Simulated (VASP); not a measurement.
A run of VASP 6.6.1:

The input INCAR:

```
SYSTEM = BaTiO3
ALGO = Normal
EDIFF = 1E-6
EDIFFG = -0.005
ENCUT = 600
GGA = CA
IBRION = 2
ISIF = 3
ISMEAR = -1
LASPH = .True.
LCHARG = .False.
LREAL = .False.
LWAVE = .False.
NELM = 80
NSW = 80
PREC = Accurate
SIGMA = 0.02
```

Contents of KPOINTS:

```
k-points
0
Gamma
  6 6 6
  0 0 0
```

The input POSCAR:

```
BaTiO3
1.0
    3.9861129279      0.0000000000      0.0000000000
    0.0000000000      3.9861129279      0.0000000000
    0.0000000000      0.0000000000      4.1980356845
Ba Ti O
1 1 3
Direct
    0.0000000000      0.0000000000     -0.0104426150
    0.5000000000      0.5000000000      0.4722700993
    0.5000000000      0.5000000000      0.0405145117
    0.5000000000      0.0000000000      0.5203290020
    0.0000000000      0.5000000000      0.5203290020
```

Potentials or basis: VASP PAW LDA potentials, release 64 (Ba_sv, Ti_sv, O).

Run with:

```bash
$ cat potpaw_LDA.64/Ba_sv/POTCAR potpaw_LDA.64/Ti_sv/POTCAR potpaw_LDA.64/O/POTCAR > POTCAR
$ mpirun -np 1 vasp_std > vasp.out
```

Hardware: 1 thread of AMD EPYC 7R13, with other jobs on the host.

How long does it take, and how much memory?

It took 18 min on 1 thread of AMD EPYC 7R13, with other jobs on the host, peak memory 0.24 GiB. Counts: scf iterations 126, k points 40, ion steps 17.
